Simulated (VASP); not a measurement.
# CuAs (P6_3/mmc) in VASP: notebook, part 2 of 2

VASP 6.6.1. Earlier steps stand in the parts before.

### 3 Single point, LDA

This run uses another cell than the first one, of 13.82 Å³/atom, 0.920 times its volume.

INCAR

```
SYSTEM = CuAs
PREC = Accurate ; ENCUT = 520
EDIFF = 1E-7 ; ISMEAR = 0
SIGMA = 0.15 ; LREAL = .False.
LASPH = .True. ; NELM = 100
ALGO = Normal ; ISIF = 2
LWAVE = .False. ; LCHARG = .False.
GGA = CA ; NBANDS = 24
```

KPOINTS

```
regular mesh
0
Gamma
  12 12 8
  0 0 0
```

POSCAR

```
CuAs
1.0
    3.7796846230      0.0000000000      0.0000000000
   -1.8898423115      3.2733029018      0.0000000000
    0.0000000000      0.0000000000      4.4694000000
Cu As
2 2
Direct
    0.0000000000      0.0000000000      0.5000000000
    0.0000000000      0.0000000000      0.0000000000
    0.6666666667      0.3333333333      0.7500000000
    0.3333333333      0.6666666667      0.2500000000
```

Potentials or basis: VASP PAW LDA potentials, release 64 (Cu, As).

Run with:

```
> cat potpaw_LDA.64/Cu/POTCAR potpaw_LDA.64/As/POTCAR > POTCAR
> mpirun -np 1 vasp_std > vasp.out
```

OUTCAR:

```text
SYSTEM = CuAs
   PREC = Accurate
   ENCUT = 520
   EDIFF = 1E-7
   ISMEAR = 0
   LREAL = .False.
   LASPH = .True.
   NELM = 100
   ISIF = 2
   GGA = CA

 ion  position               nearest neighbor table
   1  0.000  0.000  0.500-   2 2.23   2 2.23   4 2.45   3 2.45   4 2.45   3 2.45   3 2.45   4 2.45

   2  0.000  0.000  0.000-   1 2.23   1 2.23   4 2.45   3 2.45   4 2.45   3 2.45   3 2.45   4 2.45

   3  0.667  0.333  0.750-   1 2.45   2 2.45   1 2.45   2 2.45   1 2.45   2 2.45
   4  0.333  0.667  0.250-   1 2.45   2 2.45   1 2.45   2 2.45   1 2.45   2 2.45

  LATTYP: Found a hexagonal cell.
 ALAT       =     3.7796846230
 C/A-ratio  =     1.1824796103

  Lattice vectors:

 A1 = (   3.7796846230,   0.0000000000,   0.0000000000)
 A2 = (  -1.8898423115,   3.2733029018,   0.0000000000)
 A3 = (   0.0000000000,   0.0000000000,   4.4694000000)

Analysis of symmetry for initial positions (statically):
=====================================================================
 Subroutine PRICEL returns:
 Original cell was already a primitive cell.

 Routine SETGRP: Setting up the symmetry group for a
 hexagonal supercell.

 Subroutine GETGRP returns: Found 24 space group operations
 (whereof 12 operations were pure point group operations)
 out of a pool of 24 trial point group operations.

The static configuration has the point symmetry D_3d.
 The point group associated with its full space group is D_6h.

Analysis of symmetry for dynamics (positions and initial velocities):
=====================================================================
 Subroutine PRICEL returns:
 Original cell was already a primitive cell.

 Routine SETGRP: Setting up the symmetry group for a
 hexagonal supercell.

 Subroutine GETGRP returns: Found 24 space group operations
 (whereof 12 operations were pure point group operations)
 out of a pool of 24 trial point group operations.

The dynamic configuration has the point symmetry D_3d.
 The point group associated with its full space group is D_6h.

 Subroutine INISYM returns: Found 24 space group operations
 (whereof 12 operations are pure point group operations),
 and found     1 'primitive' translations

----------------------------------------------------------------------------------------

                                     Primitive cell

  volume of cell :      55.2957

  direct lattice vectors                    reciprocal lattice vectors
     3.779684623  0.000000000  0.000000000     0.264572339  0.152750911  0.000000000
    -1.889842312  3.273302902  0.000000000     0.000000000  0.305501822  0.000000000
     0.000000000  0.000000000  4.469400000     0.000000000  0.000000000  0.223743679

  length of vectors
     3.779684623  3.779684623  4.469400000     0.305501822  0.305501822  0.223743679

  position of ions in fractional coordinates (direct lattice)
     0.000000000  0.000000000  0.500000000
     0.000000000  0.000000000  0.000000000
     0.666666667  0.333333333  0.750000000
     0.333333333  0.666666667  0.250000000

  ion indices of the primitive-cell ions
   primitive index   ion index
                 1           1
                 2           2
                 3           3
                 4           4

----------------------------------------------------------------------------------------

 KPOINTS: regular mesh

Automatic generation of k-mesh.
 Grid dimensions read from file:
 generate k-points for:   12   12    8

 Generating k-lattice:

  Cartesian coordinates                     Fractional coordinates (reciprocal lattice)
     0.022047695  0.012729243  0.000000000     0.083333333  0.000000000  0.000000000
     0.000000000  0.025458485  0.000000000     0.000000000  0.083333333  0.000000000
     0.000000000  0.000000000  0.027967960     0.000000000  0.000000000  0.125000000

  Length of vectors
     0.025458485  0.025458485  0.027967960

  Shift w.r.t. Gamma in fractional coordinates (k-lattice)
     0.000000000  0.000000000  0.000000000

 Subroutine IBZKPT returns following result:
 ===========================================

 Found     95 irreducible k-points:

 Following reciprocal coordinates:
            Coordinates               Weight
  0.000000  0.000000  0.000000      1.000000
  0.083333  0.000000  0.000000      6.000000
  0.166667  0.000000  0.000000      6.000000
  0.250000  0.000000  0.000000      6.000000
  0.333333  0.000000  0.000000      6.000000
  0.416667 -0.000000  0.000000      6.000000
[... 16 lines left out ...]
  0.250000  0.000000  0.125000     12.000000
  0.333333  0.000000  0.125000     12.000000
 [... further k-points ...]
   k-points           NKPTS =     95   k-points in BZ     NKDIM =     95   number of bands    NBANDS=     24
   number of dos      NEDOS =    301   number of ions     NIONS =      4
   total plane-waves  NPLWV =  28224
   dimension x,y,z NGX =    28 NGY =   28 NGZ =   36
   dimension x,y,z NGXF=    56 NGYF=   56 NGZF=   72
   ions per type =               2   2
   NGX,Y,Z   is equivalent  to a cutoff of  12.32, 12.32, 13.39 a.u.
   NGXF,Y,Z  is equivalent  to a cutoff of  24.63, 24.63, 26.78 a.u.
 SYSTEM =  CuAs
   PREC   = accura    normal or accurate (medium, high low for compatibility)
   ISTART =      0    job   : 0-new  1-cont  2-samecut
   ICHARG =      2    charge: 1-file 2-atom 10-const
   ISPIN  =      1    spin polarized calculation?
   LNONCOLLINEAR =      F non collinear calculations
   LSORBIT =      F    spin-orbit coupling
   LASPH  =      T    aspherical Exc in radial PAW
   ENCUT  =  520.0 eV  38.22 Ry    6.18 a.u.   7.03  7.03  8.31*2*pi/ulx,y,z
   NELM   =    100;   NELMIN=  2; NELMDL= -5     # of ELM steps
   EDIFF  = 0.1E-06   stopping-criterion for ELM
   LREAL  =      F    real-space projection
   EDIFFG = 0.1E-05   stopping-criterion for IOM
   NSW    =      0    number of steps for IOM
   IBRION =     -1    ionic relax: 0-MD 1-quasi-New 2-CG
   NFREE  =      0    steps in history (QN), initial steepest desc. (CG)
   ISIF   =      2    stress and relaxation
   ISYM   =      2    0-nonsym 1-usesym 2-fastsym
   POTIM  = 0.5000    time-step for ionic-motion
   TEBEG  =    0.0;   TEEND  =   0.0 temperature during run
   PSTRESS=    0.0 pullay stress
   NELECT =      32.0000    total number of electrons
   NUPDOWN=      -1.0000    fix difference up-down
   EMIN   =  10.00;   EMAX   =-10.00  energy-range for DOS
   EFERMI =   0.00;   METHOD = LEGACY
   ISMEAR =     0;   SIGMA  =   0.15  broadening in eV -4-tet -1-fermi 0-gaus
   EFERMI_NEDOS =   21; number of points for ismear=-14 and -15
   IALGO  =     38    algorithm
   IMIX   =      4    mixing-type and parameters
     AMIX     =   0.40;   BMIX     =  1.00
     AMIX_MAG =   1.60;   BMIX_MAG =  1.00
  volume/ion in A,a.u.               =      13.82        93.29
  Fermi-wavevector in a.u.,A,eV,Ry     =   1.364252  2.578062 25.322927  1.861183
  Thomas-Fermi vector in A             =   2.490584
   LORBIT       =      0    0 simple, 1 ext, 2 COOP (PROOUT), +10 PAW based schemes
   GGA     = CA    functional components
   LHFCALC =     F    Hartree Fock is set to
   AEXX    =    0.0000 exact exchange contribution
   IVDW    =     0    specifies the selected vdW correction
   LEPSILON=     F    determine dielectric tensor
   LRPA    =     F    only Hartree local field effects (RPA)
 non-spin polarized calculation
 Gauss-broadening in eV      SIGMA  =   0.15
  energy-cutoff  :      520.00
  volume of cell :       55.30
 maximum number of plane-waves:      1509
   NGX = 15   NGY = 15   NGZ = 17

 number of electron      32.0000046 magnetization

 Free energy of the ion-electron system (eV)
  ---------------------------------------------------
  ext. energy  EPLUGINS =         0.00000000
  ---------------------------------------------------
  free energy    TOTEN  =       -19.76344829 eV

  energy without entropy =      -19.74303123  energy(sigma->0) =      -19.75323976

 E-fermi :   8.4078     XC(G=0): -12.1625

 val. band max:        8.4010981578   @ k =   0.1667   0.0833   0.1250
 cond. band min:       8.4122207218   @ k =   0.1667   0.0000   0.0000
 fundamental gap:      0.0111225639
 Fermi energy:         8.4077963174

 k-point     1 :       0.0000    0.0000    0.0000
  band No.  band energies     occupation
      1      -6.4910      2.00000
      2      -1.3798      2.00000
      3       1.5653      2.00000
      4       2.3933      2.00000
      5       2.3933      2.00000
      6       2.5903      2.00000
[... 637 lines left out ...]
     23      16.9544      0.00000
     24      17.6295      0.00000

 [... further k-points ...]
[... 5 lines left out ...]
  --------------------------------------------------------------------------------------
  -------------------------------------------------------------------------------------
  Total        3.1753687      3.1753687      8.8956727     -0.0000000      0.0000000      0.0000000
  in kB       92.0054942     92.0054942    257.7498348     -0.0000000      0.0000000      0.0000000
  external PRESSURE =     147.2536078 kB  Pullay stress =       0.0000000 kB

 VOLUME and BASIS-vectors are now :
 -----------------------------------------------------------------------------
  energy-cutoff  :      520.00
  volume of cell :       55.30
      direct lattice vectors                 reciprocal lattice vectors
     3.779684623  0.000000000  0.000000000     0.264572339  0.152750911  0.000000000
    -1.889842312  3.273302902  0.000000000     0.000000000  0.305501822  0.000000000
     0.000000000  0.000000000  4.469400000     0.000000000  0.000000000  0.223743679

 POSITION                                       TOTAL-FORCE (eV/Angst)
 -----------------------------------------------------------------------------------
      0.00000      0.00000      2.23470        -0.000000      0.000000      0.000000
      0.00000      0.00000      0.00000         0.000000      0.000000      0.000000
      1.88984      1.09110      3.35205        -0.000000      0.000000     -0.000000
     -0.00000      2.18220      1.11735         0.000000      0.000000      0.000000
 -----------------------------------------------------------------------------------
    total drift:                               -0.000000      0.000000      0.000000

  FREE ENERGIE OF THE ION-ELECTRON SYSTEM (eV)
  ---------------------------------------------------
  free  energy   TOTEN  =       -19.7634482905 eV

  energy  without entropy=      -19.7430312250  energy(sigma->0) =      -19.75323976
```

OSZICAR:

```text
N       E                     dE             d eps       ncg     rms          rms(c)
DAV:   1     0.217944536120E+03    0.21794E+03   -0.14126E+04  4680   0.183E+03
DAV:   2    -0.423747016265E+01   -0.22218E+03   -0.20827E+03  4608   0.334E+02
DAV:   3    -0.222453037437E+02   -0.18008E+02   -0.16852E+02  6112   0.114E+02
DAV:   4    -0.227437593007E+02   -0.49846E+00   -0.49752E+00  5368   0.180E+01
DAV:   5    -0.227530751915E+02   -0.93159E-02   -0.93136E-02  6232   0.223E+00    0.157E+01
DAV:   6    -0.232714228726E+02   -0.51835E+00   -0.37129E+01  5360   0.184E+02    0.113E+01
DAV:   7    -0.198102817698E+02    0.34611E+01   -0.10609E+01  5392   0.974E+01    0.229E+00
DAV:   8    -0.198345067892E+02   -0.24225E-01   -0.12460E+00  7264   0.246E+01    0.223E+00
DAV:   9    -0.197636443570E+02    0.70862E-01   -0.27824E-01  6304   0.142E+01    0.235E-01
DAV:  10    -0.197643227382E+02   -0.67838E-03   -0.13328E-02  6072   0.112E+00    0.218E-01
DAV:  11    -0.197634831995E+02    0.83954E-03   -0.26340E-03  6776   0.173E+00    0.521E-02
DAV:  12    -0.197634879622E+02   -0.47627E-05   -0.64553E-04  7064   0.280E-01    0.377E-02
DAV:  13    -0.197634517492E+02    0.36213E-04   -0.35757E-05  7400   0.156E-01    0.141E-02
DAV:  14    -0.197634483337E+02    0.34155E-05   -0.22013E-05  7488   0.838E-02    0.245E-03
DAV:  15    -0.197634482983E+02    0.35391E-07   -0.14202E-06  7120   0.183E-02    0.656E-04
DAV:  16    -0.197634482905E+02    0.78248E-08   -0.60983E-08  2760   0.474E-03
   1 F= -.19763448E+02 E0= -.19753240E+02  d E =-.204171E-01
```

stdout:

```text
POSCAR found type information on POSCAR CuAs
 POSCAR found :  2 types and       4 ions
 scaLAPACK will be used
 LDA part: xc-table for (Slater(with rela. corr.)+CA(PZ))
 , standard interpolation
 POSCAR, INCAR and KPOINTS ok, starting setup
 FFT: planning ... GRIDC
 FFT: planning ... GRID_SOFT
 FFT: planning ... GRID
 WAVECAR not read
 entering main loop
```

It took 53 s on 1 thread of Intel Xeon 6975P-C (Granite Rapids), shared host; peak memory 0.23 GiB.

What came out:

```
Free energy            : -19.7634 eV
Pressure               : 14.7 GPa
Band gap on the k mesh : zero (band 16 reaches 9.37 eV, above the bottom of band 17 at 7.62 eV)
```

### 4 Single point, LDA

This run uses another cell than the first one, of 13.95 Å³/atom, 0.928 times its volume.

INCAR

```
SYSTEM = CuAs
PREC = Accurate
ENCUT = 520
EDIFF = 1E-6
ISMEAR = 0
SIGMA = 0.15
LREAL = .FALSE.
LASPH = .TRUE.
NELM = 60
ALGO = Normal
ISIF = 2
LWAVE = .FALSE.
LCHARG = .FALSE.
GGA = CA
NBANDS = 24
```

KPOINTS

```
regular mesh
0
G
  12 12 8
  0 0 0
```

POSCAR

```
CuAs
1.0
    3.6915000000      0.0000000000      0.0000000000
   -1.8457500000      3.1969327781      0.0000000000
    0.0000000000      0.0000000000      4.7285000000
Cu As
2 2
Direct
    0.0000000000      0.0000000000      0.5000000000
    0.0000000000      0.0000000000      0.0000000000
    0.6666666667      0.3333333333      0.7500000000
    0.3333333333      0.6666666667      0.2500000000
```

Potentials or basis: VASP PAW LDA potentials, release 64 (Cu, As).

Run with:

```
> cat potpaw_LDA.64/Cu/POTCAR potpaw_LDA.64/As/POTCAR > POTCAR
> mpirun -np 1 vasp_std > vasp.out
```

OUTCAR:

```text
SYSTEM = CuAs
   PREC = Accurate
   ENCUT = 520
   EDIFF = 1E-6
   ISMEAR = 0
   LREAL = .FALSE.
   LASPH = .TRUE.
   NELM = 60
   ISIF = 2
   GGA = CA

 ion  position               nearest neighbor table
   1  0.000  0.000  0.500-   2 2.36   2 2.36   4 2.44   3 2.44   3 2.44   4 2.44   3 2.44   4 2.44

   2  0.000  0.000  0.000-   1 2.36   1 2.36   4 2.44   3 2.44   3 2.44   4 2.44   3 2.44   4 2.44

   3  0.667  0.333  0.750-   1 2.44   2 2.44   1 2.44   2 2.44   1 2.44   2 2.44
   4  0.333  0.667  0.250-   1 2.44   2 2.44   1 2.44   2 2.44   1 2.44   2 2.44

  LATTYP: Found a hexagonal cell.
 ALAT       =     3.6915000000
 C/A-ratio  =     1.2809156170

  Lattice vectors:

 A1 = (   3.6915000000,   0.0000000000,   0.0000000000)
 A2 = (  -1.8457500000,   3.1969327781,   0.0000000000)
 A3 = (   0.0000000000,   0.0000000000,   4.7285000000)

Analysis of symmetry for initial positions (statically):
=====================================================================
 Subroutine PRICEL returns:
 Original cell was already a primitive cell.

 Routine SETGRP: Setting up the symmetry group for a
 hexagonal supercell.

 Subroutine GETGRP returns: Found 24 space group operations
[... 167 lines left out ...]
  ---------------------------------------------------
  free energy    TOTEN  =       -19.95743181 eV

  energy without entropy =      -19.93904159  energy(sigma->0) =      -19.94823670

 E-fermi :   8.2897     XC(G=0): -12.1188

 val. band max:        8.2558019535   @ k =   0.3333   0.1667   0.2500
 cond. band min:       8.2907797390   @ k =   0.3333   0.3333   0.1250
 fundamental gap:      0.0349777855
 Fermi energy:         8.2896843913

 k-point     1 :       0.0000    0.0000    0.0000
  band No.  band energies     occupation
      1      -6.5331      2.00000
      2      -1.9927      2.00000
      3       1.0852      2.00000
      4       2.4696      2.00000
      5       2.4696      2.00000
      6       2.8356      2.00000
[... 637 lines left out ...]
     23      17.3314      0.00000
     24      18.0866      0.00000

 [... further k-points ...]
[... 5 lines left out ...]
  --------------------------------------------------------------------------------------
  -------------------------------------------------------------------------------------
  Total        4.0930186      4.0930186      4.3812282      0.0000000      0.0000000      0.0000000
  in kB      117.5153321    117.5153321    125.7901661      0.0000000      0.0000000      0.0000000
  external PRESSURE =     120.2736101 kB  Pullay stress =       0.0000000 kB

 VOLUME and BASIS-vectors are now :
 -----------------------------------------------------------------------------
  energy-cutoff  :      520.00
  volume of cell :       55.80
      direct lattice vectors                 reciprocal lattice vectors
     3.691500000  0.000000000  0.000000000     0.270892591  0.156399910  0.000000000
    -1.845750000  3.196932778  0.000000000     0.000000000  0.312799821  0.000000000
     0.000000000  0.000000000  4.728500000     0.000000000  0.000000000  0.211483557

 POSITION                                       TOTAL-FORCE (eV/Angst)
 -----------------------------------------------------------------------------------
      0.00000      0.00000      2.36425         0.000000      0.000000      0.000000
      0.00000      0.00000      0.00000         0.000000      0.000000      0.000000
      1.84575      1.06564      3.54638        -0.000000      0.000000     -0.000000
     -0.00000      2.13129      1.18213         0.000000     -0.000000     -0.000000
 -----------------------------------------------------------------------------------
    total drift:                               -0.000000      0.000000      0.000000

  FREE ENERGIE OF THE ION-ELECTRON SYSTEM (eV)
  ---------------------------------------------------
  free  energy   TOTEN  =       -19.9574318139 eV

  energy  without entropy=      -19.9390415880  energy(sigma->0) =      -19.94823670
```

Wall time 51 s (1 thread of Intel Xeon 6975P-C (Granite Rapids), shared host); peak memory 0.23 GiB.

What came out:

* Free energy: -19.9574 eV
* Pressure: 12.0 GPa
* Band gap on the k mesh: zero (band 16 reaches 9.62 eV, above the bottom of band 17 at 7.41 eV)

### 5 Single point, LDA

This run uses another cell than the first one, of 14.04 Å³/atom, 0.934 times its volume.

INCAR

```
SYSTEM = CuAs
PREC = Accurate ; ENCUT = 520
EDIFF = 1E-6 ; ISMEAR = 0
SIGMA = 0.15 ; LREAL = .False.
LASPH = .True. ; NELM = 60
ALGO = Normal ; ISIF = 2
LWAVE = .False. ; LCHARG = .False.
GGA = CA ; NBANDS = 24
```

KPOINTS

```
regular mesh
0
Gamma
  12 12 8
  0 0 0
```

POSCAR

```
CuAs
1.0
    3.5151000000      0.0000000000      0.0000000000
   -1.7575500000      3.0441658968      0.0000000000
    0.0000000000      0.0000000000      5.2467000000
Cu As
2 2
Direct
    0.0000000000      0.0000000000      0.5000000000
    0.0000000000      0.0000000000      0.0000000000
    0.6666666667      0.3333333333      0.7500000000
    0.3333333333      0.6666666667      0.2500000000
```

Run with:

```
> cat potpaw_LDA.64/Cu/POTCAR potpaw_LDA.64/As/POTCAR > POTCAR
> mpirun -np 1 vasp_std > vasp.out
```

Wall time 52 s (1 thread of Intel Xeon 6975P-C (Granite Rapids), shared host); peak memory 0.23 GiB.

It converged, with:

```yaml
Free_energy: -19.7010 eV
Pressure: 11.8 GPa
Band_gap_on_the_k_mesh: zero (band 16 reaches 10.32 eV, above the bottom of band 17 at 7.23 eV)
```

Stress tensor (GPa, compression positive):
```
16.30  0.00  0.00
 0.00 16.30  0.00
 0.00  0.00  2.68
```

Levels at points of the mesh, in eV from the Fermi level:
```
           k point  band 13  band 14  band 15  band 16  band 17  band 18  band 19  band 20
(0.00, 0.00, 0.00)    -2.40     0.50     0.50     2.15     2.15     2.26     3.90     5.69
(0.50, 0.00, 0.00)    -3.58    -3.43    -2.81    -2.13    -0.40     2.72     3.81     5.00
(0.00, 0.00, 0.50)    -1.74    -1.74     1.60     1.60     1.60     1.60     5.48     5.48
(0.50, 0.00, 0.50)    -3.59    -3.59    -0.48    -0.48     0.63     0.63     4.01     4.01
```

### 6 Overview

| cell | gap on the mesh (eV) | pressure (GPa) |
| --- | --- | --- |
| a = 3.780, b = 3.780, c = 4.858 Å, angles 90.0, 90.0, 120.0°, 4 atoms | none | 0.6 |
| a = 3.780, b = 3.780, c = 4.469 Å, angles 90.0, 90.0, 120.0°, 4 atoms | none | 14.7 |
| a = 3.692, b = 3.692, c = 4.729 Å, angles 90.0, 90.0, 120.0°, 4 atoms | none | 12.0 |
| a = 3.515, b = 3.515, c = 5.247 Å, angles 90.0, 90.0, 120.0°, 4 atoms | none | 11.8 |

Alike in all rows: task single point; level LDA; potentials or basis VASP PAW LDA potentials, release 64 (Cu, As); no spin polarisation; k mesh 12 × 12 × 8; cutoff (eV) 520; smearing gaussian 0.15 eV.

Total energies depend on the potentials used, so only differences within one code and one set of settings carry meaning.
